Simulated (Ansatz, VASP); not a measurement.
One calculation of MgO, two programs

```
Mg O
1.0
     3.20435    0.00000    0.00000
    -1.60218    2.77505    0.00000
     0.00000    0.00000    5.30977
Mg O
2 2
Direct
  0.33333 0.66667 0.00216
  0.66667 0.33333 0.50216
  0.33333 0.66667 0.40244
  0.66667 0.33333 0.90244
```

Alike in both runs: task single point; functional LDA; k mesh 9 × 9 × 6; occupations gaussian, width 0.05 eV; no spin polarisation.

|  | VASP | Ansatz |
| --- | --- | --- |
| version | VASP 6.6.1 | Ansatz 0.2.0 |
| potentials or method | VASP PAW LDA potentials, release 64 (Mg_sv, O), cutoff 750 eV | scalar-relativistic, plane waves, PAW |
| valence electrons in the cell | 32 | 32 |

|  | VASP | Ansatz | Ansatz less VASP |
| --- | --- | --- | --- |
| gap on the k mesh at the Fermi level (eV) | 3.53 | 3.52 | -0.010 |
| least direct gap on the mesh (eV) | 3.53 | 3.52 | -0.010 |
| pressure (GPa) | -1.6 | -1.6 | -0.01 |
| traceless stress, the component that is largest in VASP (GPa) | -10.84 | -10.50 | +0.345 |
| rms of the force components (eV/Å) | 0.411 | 0.399 | -0.0122 |

LDA's correlation is that of Perdew and Zunger in VASP and of Perdew and Wang (1992) in Ansatz. Atom by atom the forces differ by 0.012 eV/Å (rms over components).
